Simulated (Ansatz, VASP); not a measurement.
**Two plane-wave programs on CaO**

```
Ca O
1.0
    -3.96940    3.96940    2.38565
     3.96940   -3.96940    2.38565
     3.96940    3.96940   -2.38565
Ca O
4 4
Direct
  0.14773 0.64773 0.79547
  0.85227 0.35227 0.20453
  0.35227 0.14773 0.50000
  0.64773 0.85227 0.50000
  0.85339 0.64661 0.50000
  0.14661 0.35339 0.50000
  0.64661 0.14661 0.79322
  0.35339 0.85339 0.20678
```

Alike in both runs: functional PBE; k mesh 8 × 8 × 8; occupations gaussian, width 0.02 eV; no spin polarisation.

Ansatz relaxed the structure, and its values are those at the end. VASP's run is a single point on that final structure, the one shown.

|  | VASP | Ansatz |
| --- | --- | --- |
| version | VASP 6.6.1 | Ansatz 0.2.0 |
| potentials or method | VASP PAW PBE potentials, release 64 (Ca_sv, O), cutoff 520 eV | scalar-relativistic, plane waves, PAW |
| valence electrons in the cell | 64 | 64 |

VASP gave:

| Quantity | Value |
| --- | --- |
| gap on the k mesh at the Fermi level (eV) | 2.35 |
| least direct gap on the mesh (eV) | 2.35 |
| pressure (GPa) | 0.4 |
| rms of the force components (eV/Å) | 0.005 |

Which values does Ansatz return?

gap on the k mesh at the Fermi level (eV): 2.37; least direct gap on the mesh (eV): 2.37; pressure (GPa): 0.0; rms of the force components (eV/Å): 0.000.

The functional is the same, so the differences come from potentials, cutoffs and numerics.
